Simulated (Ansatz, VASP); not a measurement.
## Two plane-wave programs on Al2InN3

File INCAR:

```
  PREC = Accurate
  ENCUT = 520
  EDIFF = 1E-6
  ISMEAR = 0
  SIGMA = 0.05
  LREAL = False
  LASPH = True
  NELM = 60
  ALGO = Normal
  ISIF = 2
  LWAVE = False
  LCHARG = True
  GGA = PE
  LELF = True
  LVHAR = True
  NBANDS = 46
```

The input KPOINTS:

```
regular mesh
0
Gamma
  6 6 6
```

File POSCAR:

```
Al2InN3
1.0
    4.7393683758     -2.7995038852      0.0000000000
    4.7393683758      2.7995038852      0.0000000000
    0.0000000000      0.0000000000      5.0598889259
Al In N
4 2 6
Direct
    0.0084427086      0.3348641725      0.9917411822
    0.6651358275      0.9915572914      0.9917411822
    0.9915572914      0.6651358275      0.4917411822
    0.3348641725      0.0084427086      0.4917411822
    0.3220722962      0.6779277038      0.9869930315
    0.6779277038      0.3220722962      0.4869930315
    0.0367610679      0.3336262977      0.3556963910
    0.6663737023      0.9632389321      0.3556963910
    0.9632389321      0.6663737023      0.8556963910
    0.3336262977      0.0367610679      0.8556963910
    0.2982358752      0.7017641248      0.4061317922
    0.7017641248      0.2982358752      0.9061317922
```

Input for Ansatz:

```yaml
crystal:
  lattice:
    - [4.7393683758, -2.7995038852, 0.0]
    - [4.7393683758, 2.7995038852, 0.0]
    - [0.0, 0.0, 5.0598889259]
  atoms:
    - { symbol: Al, position: [0.0084427086, 0.3348641725, 0.9917411822] }
    - { symbol: Al, position: [0.6651358275, 0.9915572914, 0.9917411822] }
    - { symbol: Al, position: [0.9915572914, 0.6651358275, 0.4917411822] }
    - { symbol: Al, position: [0.3348641725, 0.0084427086, 0.4917411822] }
    - { symbol: In, position: [0.3220722962, 0.6779277038, 0.9869930315] }
    - { symbol: In, position: [0.6779277038, 0.3220722962, 0.4869930315] }
    - { symbol: "N", position: [0.0367610679, 0.3336262977, 0.355696391] }
    - { symbol: "N", position: [0.6663737023, 0.9632389321, 0.355696391] }
    - { symbol: "N", position: [0.9632389321, 0.6663737023, 0.855696391] }
    - { symbol: "N", position: [0.3336262977, 0.0367610679, 0.855696391] }
    - { symbol: "N", position: [0.2982358752, 0.7017641248, 0.4061317922] }
    - { symbol: "N", position: [0.7017641248, 0.2982358752, 0.9061317922] }
basis:
  ecutwfc: 520.0
kpoints:
  mp_grid: { grid: [6, 6, 6] }
hamiltonian:
  xc: pbe
  pseudopotentials: { kind: paw, azcp: { folder: soft_1 } }
scf:
  occupations: { method: gaussian, width: 0.05 }
output:
  forces: true
  stress: true
  eigenvalues: true
```

Change from the starting cell: volume 11.189 Å^3 an atom, stretch along b over the lengths across it, relative to the relaxed cell 1.0271.

Alike in both runs: task single point; functional PBE; k mesh 6 × 6 × 6; occupations gaussian, width 0.05 eV; no spin polarisation.

```csv
,VASP,Ansatz
version,VASP 6.6.1,Ansatz 0.2.0
potentials or method,"VASP PAW PBE potentials, release 64 (Al, In_d, N), cutoff 520 eV","scalar-relativistic, plane waves, PAW"
valence electrons in the cell,68,68
```

```csv
,VASP,Ansatz,Ansatz less VASP
gap on the k mesh at the Fermi level (eV),2.61,2.61,-0.003
least direct gap on the mesh (eV),2.61,2.61,-0.003
pressure (GPa),16.8,16.8,+0.03
"traceless stress, the component that is largest in VASP (GPa)",-6.21,-6.17,+0.037
rms of the force components (eV/Å),0.219,0.217,-0.0017
```

Atom by atom the forces differ by 0.009 eV/Å (rms over components). With one functional, cell and mesh, what is left measures potentials, basis and numerics.
